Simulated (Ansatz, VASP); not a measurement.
C: VASP beside Ansatz

```
C
1.0
     0.00000    1.58272    1.58272
     1.58272    0.00000    1.58272
     1.58272    1.58272    0.00000
C
2
Direct
  0.87500 0.87500 0.87500
  0.12500 0.12500 0.12500
```

Change from the starting cell: volume scaled by 0.72, LAPW.

Alike in both runs: task single point; functional LDA; k mesh 20 × 20 × 20; occupations fermi-dirac, width 0.08 eV; no spin polarisation.

```csv
,VASP,Ansatz
version,VASP 6.6.1,Ansatz 0.2.0
potentials or method,"VASP PAW LDA potentials, release 64 (C), cutoff 520 eV","all-electron LAPW, scalar-relativistic"
```

Ansatz gave:

- gap on the k mesh at the Fermi level (eV): 5.08
- pressure (GPa): 275.5

Problem. Which values does VASP return?

Solution. gap on the k mesh at the Fermi level (eV): 5.07; pressure (GPa): 278.3.

LDA's correlation is that of Perdew and Zunger in VASP and of Perdew and Wang (1992) in Ansatz. Both programs put the cell under a high pressure, so it lies far from rest at this level. Ansatz ran all-electron here, and VASP with PAW potentials.

Noted on VASP's run: the cell as given lies far from equilibrium.
